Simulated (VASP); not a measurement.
# Al (Im-3m) in VASP: notebook

The runs below take Al through single point, with PBE.

All numbers are computed with VASP 6.6.1; they aren't measurements. Logs are shortened: lines on timing, memory, paths and dates and some standing lists are left out, and cuts for length are marked.

### Step 1. The cell of the first run

It takes space group Im-3m (No. 229, cubic). Conventional cell: a = 3.182 Å, b = 3.182 Å, c = 3.182 Å, α = 90.00°, β = 90.00°, γ = 90.00°. Al (site symmetry m-3m) has 14 Al at 2.76 to 3.18 Å within 3.6 Å.

### Step 2. Single point, PBE

The input, INCAR:

```
  PREC = Accurate
  ENCUT = 520
  EDIFF = 1E-7
  ISMEAR = 0
  SIGMA = 0.1
  LREAL = F
  LASPH = T
  NELM = 80
  ALGO = Normal
  ISIF = 2
  LWAVE = F
  LCHARG = T
  GGA = PE
  LELF = T
  LVHAR = T
  NBANDS = 8
```

The input, KPOINTS:

```
Automatic mesh
0
Gamma
  4 4 4
```

The input, POSCAR:

```
Al
1.0
   -1.5912186900      1.5912186900      1.5912186900
    1.5912186900     -1.5912186900      1.5912186900
    1.5912186900      1.5912186900     -1.5912186900
Al
1
Direct
    0.0000000000      0.0000000000      0.0000000000
```

Potentials or basis: VASP PAW PBE potentials, release 64 (Al).

The run is started by

```sh
> cat potpaw_PBE.64/Al/POTCAR > POTCAR
> mpirun -np 1 vasp_std > vasp.out
```

OUTCAR:

```text
PREC = Accurate
   ENCUT = 520
   EDIFF = 1E-7
   ISMEAR = 0
   LREAL = F
   LASPH = T
   NELM = 80
   ISIF = 2
   GGA = PE

 ion  position               nearest neighbor table
   1  0.000  0.000  0.000-

  LATTYP: Found a body centered cubic cell.
 ALAT       =     3.1824373800

  Lattice vectors:

 A1 = (  -1.5912186900,   1.5912186900,   1.5912186900)
 A2 = (   1.5912186900,  -1.5912186900,   1.5912186900)
 A3 = (   1.5912186900,   1.5912186900,  -1.5912186900)

Analysis of symmetry for initial positions (statically):
=====================================================================
 Subroutine PRICEL returns:
 Original cell was already a primitive cell.

 Routine SETGRP: Setting up the symmetry group for a
 body centered cubic supercell.

 Subroutine GETGRP returns: Found 48 space group operations
 (whereof 48 operations were pure point group operations)
 out of a pool of 48 trial point group operations.

The static configuration has the point symmetry O_h .

Analysis of symmetry for dynamics (positions and initial velocities):
=====================================================================
 Subroutine PRICEL returns:
 Original cell was already a primitive cell.

 Routine SETGRP: Setting up the symmetry group for a
 body centered cubic supercell.

 Subroutine GETGRP returns: Found 48 space group operations
 (whereof 48 operations were pure point group operations)
 out of a pool of 48 trial point group operations.

The dynamic configuration has the point symmetry O_h .

 Subroutine INISYM returns: Found 48 space group operations
 (whereof 48 operations are pure point group operations),
 and found     1 'primitive' translations

----------------------------------------------------------------------------------------

                                     Primitive cell

  volume of cell :      16.1157

  direct lattice vectors                    reciprocal lattice vectors
    -1.591218690  1.591218690  1.591218690     0.000000000  0.314224565  0.314224565
     1.591218690 -1.591218690  1.591218690     0.314224565  0.000000000  0.314224565
     1.591218690  1.591218690 -1.591218690     0.314224565  0.314224565  0.000000000

  length of vectors
     2.756071617  2.756071617  2.756071617     0.444380641  0.444380641  0.444380641

[... 59 lines left out ...]
   ENCUT  =  520.0 eV  38.22 Ry    6.18 a.u.   5.12  5.12  5.12*2*pi/ulx,y,z
   NELM   =     80;   NELMIN=  2; NELMDL= -5     # of ELM steps
   EDIFF  = 0.1E-06   stopping-criterion for ELM
   LREAL  =      F    real-space projection
   EDIFFG = 0.1E-05   stopping-criterion for IOM
   NSW    =      0    number of steps for IOM
   IBRION =     -1    ionic relax: 0-MD 1-quasi-New 2-CG
   NFREE  =      0    steps in history (QN), initial steepest desc. (CG)
   ISIF   =      2    stress and relaxation
   ISYM   =      2    0-nonsym 1-usesym 2-fastsym
   POTIM  = 0.5000    time-step for ionic-motion
   TEBEG  =    0.0;   TEEND  =   0.0 temperature during run
   PSTRESS=    0.0 pullay stress
   NELECT =       3.0000    total number of electrons
   NUPDOWN=      -1.0000    fix difference up-down
   EMIN   =  10.00;   EMAX   =-10.00  energy-range for DOS
   EFERMI =   0.00;   METHOD = LEGACY
   ISMEAR =     0;   SIGMA  =   0.10  broadening in eV -4-tet -1-fermi 0-gaus
   EFERMI_NEDOS =   21; number of points for ismear=-14 and -15
   IALGO  =     38    algorithm
   IMIX   =      4    mixing-type and parameters
     AMIX     =   0.40;   BMIX     =  1.00
     AMIX_MAG =   1.60;   BMIX_MAG =  1.00
  volume/ion in A,a.u.               =      16.12       108.75
  Fermi-wavevector in a.u.,A,eV,Ry     =   0.934757  1.766435 11.888371  0.873771
  Thomas-Fermi vector in A             =   2.061595
   LORBIT       =      0    0 simple, 1 ext, 2 COOP (PROOUT), +10 PAW based schemes
   GGA     = PE    functional components
   LHFCALC =     F    Hartree Fock is set to
   AEXX    =    0.0000 exact exchange contribution
   IVDW    =     0    specifies the selected vdW correction
   LEPSILON=     F    determine dielectric tensor
   LRPA    =     F    only Hartree local field effects (RPA)
 non-spin polarized calculation
 Gauss-broadening in eV      SIGMA  =   0.10
  energy-cutoff  :      520.00
  volume of cell :       16.12
 maximum number of plane-waves:       466
   NGX = 11   NGY = 11   NGZ = 11

 number of electron       3.0000000 magnetization

 Free energy of the ion-electron system (eV)
  ---------------------------------------------------
  ext. energy  EPLUGINS =         0.00000000
  ---------------------------------------------------
  free energy    TOTEN  =        -3.39844338 eV

  energy without entropy =       -3.37797209  energy(sigma->0) =       -3.38820773

 E-fermi :   8.9015     XC(G=0): -10.2880

 val. band max:        8.7704804221   @ k =   0.2500   0.2500   0.2500
 cond. band min:       8.9235191642   @ k =   0.2500   0.2500   0.0000
 fundamental gap:      0.1530387421
 Fermi energy:         8.9014841273

 k-point     1 :       0.0000    0.0000    0.0000
  band No.  band energies     occupation
      1      -3.0465      2.00000
      2      21.6634      0.00000
      3      21.6634      0.00000
      4      21.6634      0.00000
      5      23.2981      0.00000
      6      23.2981      0.00000
      7      23.2981      0.00000
      8      24.7543      0.00000
[... 67 lines left out ...]
 k-point     8 :       0.5000    0.5000    0.5000
  band No.  band energies     occupation
      1      10.1572      0.00000
      2      10.1572      0.00000
      3      10.1572      0.00000
      4      11.2019      0.00000
      5      11.2019      0.00000
      6      14.1171      0.00000
      7      33.7983      0.00000
      8      33.7983      0.00000

------------------------ aborting loop because EDIFF is reached ----------------------------------------

  FORCE on cell =-STRESS in cart. coord.  units (eV):
  Direction    XX          YY          ZZ          XY          YZ          ZX
  --------------------------------------------------------------------------------------
  -------------------------------------------------------------------------------------
  Total        0.4223575      0.4223575      0.4223575      0.0000000     -0.0000000     -0.0000000
  in kB       41.9895458     41.9895458     41.9895458      0.0000000     -0.0000000     -0.0000000
  external PRESSURE =      41.9895458 kB  Pullay stress =       0.0000000 kB

 VOLUME and BASIS-vectors are now :
 -----------------------------------------------------------------------------
  energy-cutoff  :      520.00
  volume of cell :       16.12
      direct lattice vectors                 reciprocal lattice vectors
    -1.591218690  1.591218690  1.591218690     0.000000000  0.314224565  0.314224565
     1.591218690 -1.591218690  1.591218690     0.314224565  0.000000000  0.314224565
     1.591218690  1.591218690 -1.591218690     0.314224565  0.314224565  0.000000000

 POSITION                                       TOTAL-FORCE (eV/Angst)
 -----------------------------------------------------------------------------------
      0.00000      0.00000      0.00000         0.000000      0.000000     -0.000000
 -----------------------------------------------------------------------------------
    total drift:                                0.000000      0.000000      0.000000

  FREE ENERGIE OF THE ION-ELECTRON SYSTEM (eV)
  ---------------------------------------------------
  free  energy   TOTEN  =        -3.3984433811 eV

  energy  without entropy=       -3.3779720866  energy(sigma->0) =       -3.38820773
```

OSZICAR:

```text
N       E                     dE             d eps       ncg     rms          rms(c)
DAV:   1    -0.220326164533E+01   -0.22033E+01   -0.74886E+02   128   0.187E+02
DAV:   2    -0.341903334437E+01   -0.12158E+01   -0.12116E+01   168   0.169E+01
DAV:   3    -0.342508280593E+01   -0.60495E-02   -0.60472E-02   208   0.132E+00
DAV:   4    -0.342509091097E+01   -0.81050E-05   -0.81042E-05   160   0.423E-02
DAV:   5    -0.342509098271E+01   -0.71736E-07   -0.72783E-07   200   0.321E-03    0.132E+00
DAV:   6    -0.340913698935E+01    0.15954E-01   -0.20224E-03   152   0.210E-01    0.753E-01
DAV:   7    -0.339846954824E+01    0.10667E-01   -0.54716E-03   128   0.323E-01    0.129E-01
DAV:   8    -0.339844567395E+01    0.23874E-04   -0.37127E-05   176   0.359E-02    0.152E-02
DAV:   9    -0.339844409249E+01    0.15815E-05   -0.10107E-06   152   0.478E-03    0.116E-03
DAV:  10    -0.339844342029E+01    0.67221E-06   -0.11164E-08   176   0.678E-04    0.230E-04
DAV:  11    -0.339844338111E+01    0.39180E-07   -0.65733E-10    72   0.127E-04
   1 F= -.33984434E+01 E0= -.33882077E+01  d E =-.204713E-01
```

stdout:

```text
POSCAR found type information on POSCAR Al
 POSCAR found :  1 types and       1 ions
 scaLAPACK will be used
 LDA part: xc-table for (Slater+PW92), standard interpolation
 POSCAR, INCAR and KPOINTS ok, starting setup
 FFT: planning ... GRIDC
 FFT: planning ... GRID_SOFT
 FFT: planning ... GRID
 WAVECAR not read
 entering main loop
```

Wall time 1.1 s (1 thread of Intel Xeon 6975P-C (Granite Rapids), shared host); peak memory 0.11 GiB.

What came out:

```
Free energy : -3.3984 eV
Pressure    : 4.2 GPa
```

Levels at points of the mesh, in eV from the Fermi level:
| k point | band 1 | band 2 | band 3 | band 4 |
| --- | --- | --- | --- | --- |
| (0.00, 0.00, 0.00) | -11.95 | 12.76 | 12.76 | 12.76 |
| (0.50, 0.00, 0.00) | -5.06 | -4.54 | 7.68 | 7.69 |
| (0.50, 0.50, 0.50) | 1.26 | 1.26 | 1.26 | 2.30 |

Caveat: the k points lie up to 0.70 Å⁻¹ apart.

### Step 3. Single point, PBE

The input, INCAR:

```
PREC = Accurate
ENCUT = 520
EDIFF = 1E-6
ISMEAR = -1
SIGMA = 0.015
LREAL = F
LASPH = T
NELM = 60
ALGO = Normal
ISIF = 2
LWAVE = F
LCHARG = F
GGA = PE
NBANDS = 8
```

The input, KPOINTS:

```
Automatic mesh
0
Gamma
  4 4 4
  0.25 0.25 0.25
```

POSCAR is that of step 2.

Potentials or basis: VASP PAW PBE potentials, release 64 (Al).

The run is started by

```sh
> cat potpaw_PBE.64/Al/POTCAR > POTCAR
> mpirun -np 1 vasp_std > vasp.out
```

OUTCAR:

```text
PREC = Accurate
   ENCUT = 520
   EDIFF = 1E-6
   ISMEAR = -1
   LREAL = F
   LASPH = T
   NELM = 60
   ISIF = 2
   GGA = PE

 ion  position               nearest neighbor table
   1  0.000  0.000  0.000-

  LATTYP: Found a body centered cubic cell.
 ALAT       =     3.1824373800

  Lattice vectors:

 A1 = (  -1.5912186900,   1.5912186900,   1.5912186900)
 A2 = (   1.5912186900,  -1.5912186900,   1.5912186900)
 A3 = (   1.5912186900,   1.5912186900,  -1.5912186900)

Analysis of symmetry for initial positions (statically):
=====================================================================
 Subroutine PRICEL returns:
 Original cell was already a primitive cell.

 Routine SETGRP: Setting up the symmetry group for a
 body centered cubic supercell.

 Subroutine GETGRP returns: Found 48 space group operations
 (whereof 48 operations were pure point group operations)
 out of a pool of 48 trial point group operations.

The static configuration has the point symmetry O_h .

Analysis of symmetry for dynamics (positions and initial velocities):
[... 141 lines left out ...]
 val. band max:        8.2064808749   @ k =   0.3125   0.0625   0.0625
 cond. band min:       8.7515345078   @ k =  -0.4375  -0.4375   0.3125
 fundamental gap:      0.5450536329
 Fermi energy:         8.2168780826

 k-point     1 :       0.0625    0.0625    0.0625
  band No.  band energies     occupation
      1      -2.3620      2.00000
      2      17.8863      0.00000
      3      17.8863      0.00000
      4      18.1974      0.00000
      5      23.8950      0.00000
      6      23.8950      0.00000
      7      24.5211      0.00000
      8      24.5211      0.00000
[... 67 lines left out ...]
 k-point     8 :      -0.1875   -0.1875   -0.4375
  band No.  band energies     occupation
      1       2.9872      2.00000
      2       9.5606      0.00000
      3       9.5606      0.00000
      4      10.7999      0.00000
      5      28.2529      0.00000
      6      28.2529      0.00000
      7      28.7313      0.00000
      8      28.7313      0.00000

------------------------ aborting loop because EDIFF is reached ----------------------------------------

  FORCE on cell =-STRESS in cart. coord.  units (eV):
  Direction    XX          YY          ZZ          XY          YZ          ZX
  --------------------------------------------------------------------------------------
  -------------------------------------------------------------------------------------
  Total        0.3895447      0.3895447      0.3895447      0.0000000     -0.0000000      0.0000000
  in kB       38.7273905     38.7273905     38.7273905      0.0000000     -0.0000000      0.0000000
  external PRESSURE =      38.7273905 kB  Pullay stress =       0.0000000 kB

 VOLUME and BASIS-vectors are now :
 -----------------------------------------------------------------------------
  energy-cutoff  :      520.00
  volume of cell :       16.12
      direct lattice vectors                 reciprocal lattice vectors
    -1.591218690  1.591218690  1.591218690     0.000000000  0.314224565  0.314224565
     1.591218690 -1.591218690  1.591218690     0.314224565  0.000000000  0.314224565
     1.591218690  1.591218690 -1.591218690     0.314224565  0.314224565  0.000000000

 POSITION                                       TOTAL-FORCE (eV/Angst)
 -----------------------------------------------------------------------------------
      0.00000      0.00000      0.00000        -0.000000     -0.000000     -0.000000
 -----------------------------------------------------------------------------------
    total drift:                                0.000000      0.000000     -0.000000

  FREE ENERGIE OF THE ION-ELECTRON SYSTEM (eV)
  ---------------------------------------------------
  free  energy   TOTEN  =        -3.5295203301 eV

  energy  without entropy=       -3.5259399379  energy(sigma->0) =       -3.52773013
```

It took 1.2 s on 1 thread of Intel Xeon 6975P-C (Granite Rapids), shared host; peak memory 0.11 GiB.

What came out:

* Free energy: -3.5295 eV
* Pressure: 3.9 GPa

Caveat: the k points lie up to 0.70 Å⁻¹ apart.
